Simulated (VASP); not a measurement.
Here is a VASP 6.6.1 calculation.

Contents of INCAR:

```
SYSTEM = Ge
PREC = Accurate
ENCUT = 600
EDIFF = 1E-6
ISMEAR = 0
SIGMA = 0.1
LREAL = .FALSE.
LASPH = .TRUE.
NELM = 80
ALGO = Fast
ISIF = 3
LWAVE = .FALSE.
LCHARG = .FALSE.
GGA = PE
IBRION = 2
NSW = 100
EDIFFG = -0.01
```

The input KPOINTS:

```
Automatic mesh
0
G
  20 20 20
  0 0 0
```

File POSCAR:

```
Ge
1.0
   -2.0482660065      2.0482660065      2.8587952445
    2.0482660065     -2.0482660065      2.8587952445
    2.0482660065      2.0482660065     -2.8587952445
Ge
2
Direct
    0.0000000000      0.0000000000      0.0000000000
    0.7500000000      0.2500000000      0.5000000000
```

Potentials or basis: VASP PAW PBE potentials, release 64 (Ge_d).

Command:

```console
$ cat potpaw_PBE.64/Ge_d/POTCAR > POTCAR
$ mpirun -np 1 vasp_std > vasp.out
```

**Question.** Predict the band gap on the k mesh.

**Answer.** Zero (filled and empty bands touch).

**Question.** What does it give for the relaxed cell?

**Answer.** a = 4.072 Å, b = 4.072 Å, c = 4.072 Å, α = 119.99°, β = 119.99°, γ = 90.01°.

**Question.** Predict the space group after relaxing (to 0.1 Å).

**Answer.** Fd-3m (No. 227).

Step by step:
| step | energy change (eV) | largest force (eV/Å) | pressure (GPa) | volume (Å³) |
| --- | --- | --- | --- | --- |
| 1 | 0.0000 | 0.0000 | -0.26 | 47.98 |
| 2 | -0.0009 | 0.0000 | 0.16 | 47.70 |
| 3 | -0.0010 | 0.0000 | 0.06 | 47.64 |
| 4 | -0.0009 | 0.0000 | 0.38 | 47.51 |
| 5 | -0.0010 | 0.0000 | 0.41 | 47.58 |
| 6 | -0.0010 | 0.0000 | 0.18 | 47.61 |
| 7 | -0.0010 | 0.0000 | 0.23 | 47.60 |
| 8 | -0.0013 | 0.0000 | 0.05 | 47.76 |

Caveat: semilocal functionals underestimate gaps, and a narrow one can read as zero.
